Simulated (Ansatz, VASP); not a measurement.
# Be3W2N in VASP and in Ansatz

The input INCAR:

```
ALGO = Normal ; EDIFF = 1E-7
EDIFFG = -0.04 ; ENCUT = 600
GGA = PE ; IBRION = 2
ISIF = 3 ; ISMEAR = 0
LASPH = True ; LCHARG = False
LREAL = False ; LWAVE = False
NELM = 80 ; NSW = 90
PREC = Accurate ; SIGMA = 0.1
```

KPOINTS

```
k-points
0
Gamma
  6 6 4
```

POSCAR

```
Be3W2N
1.0
    3.6649405900      0.0000000000      0.0000000000
    0.0000000000      3.6649405900      0.0000000000
    0.0000000000      0.0000000000      5.9464710000
Be W N
3 2 1
Direct
    0.5000000000      0.0000000000      0.7342431500
    0.0000000000      0.5000000000      0.7342431500
    0.0000000000      0.0000000000      0.5070648300
    0.5000000000      0.0000000000      0.0495129100
    0.0000000000      0.5000000000      0.0495129100
    0.0000000000      0.0000000000      0.1787085300
```

Input for Ansatz:

```yaml
crystal:
  lattice:
    - [3.66494059, 0.0, 0.0]
    - [0.0, 3.66494059, 0.0]
    - [0.0, 0.0, 5.946471]
  atoms:
    - { symbol: Be, position: [0.5, 0.0, 0.73424315] }
    - { symbol: Be, position: [0.0, 0.5, 0.73424315] }
    - { symbol: Be, position: [0.0, 0.0, 0.50706483] }
    - { symbol: W, position: [0.5, 0.0, 0.04951291] }
    - { symbol: W, position: [0.0, 0.5, 0.04951291] }
    - { symbol: "N", position: [0.0, 0.0, 0.17870853] }
basis:
  ecutwfc: 420
kpoints:
  mp_grid: { grid: [6, 6, 4] }
hamiltonian:
  xc: pbe
scf:
  occupations: { method: gaussian, width: 0.1 }
  lower_state_search: "off"
output:
  forces: true
  stress: true
  eigenvalues: true
relax:
  adjacent_minimum: "off"
  f_tol: 0.04
  max_steps: 70
  cell: { stress_tol: 0.4 }
```

Alike in both runs: task relaxation of cell and atoms; functional PBE; k mesh 6 × 6 × 4; occupations gaussian, width 0.1 eV; no spin polarisation.

|  | VASP | Ansatz |
| --- | --- | --- |
| version | VASP 6.6.1 | Ansatz 0.2.0 |
| potentials or method | VASP PAW PBE potentials, release 64 (Be, W_sv, N), cutoff 600 eV | scalar-relativistic, plane waves, PAW |
| valence electrons in the cell | 39 | 39 |

```tsv
	VASP	Ansatz	Ansatz less VASP
gap on the k mesh at the Fermi level, each at its own relaxed structure (eV)	none	none	-
relaxed volume (Å³/atom)	13.23	13.19	-0.048
relaxed cell length with the largest relative difference (Å)	3.998	3.991	-0.0069
```

A gap of «none» marks a metal or a gap that the smearing closes.

Neither program's run includes spin-orbit coupling.
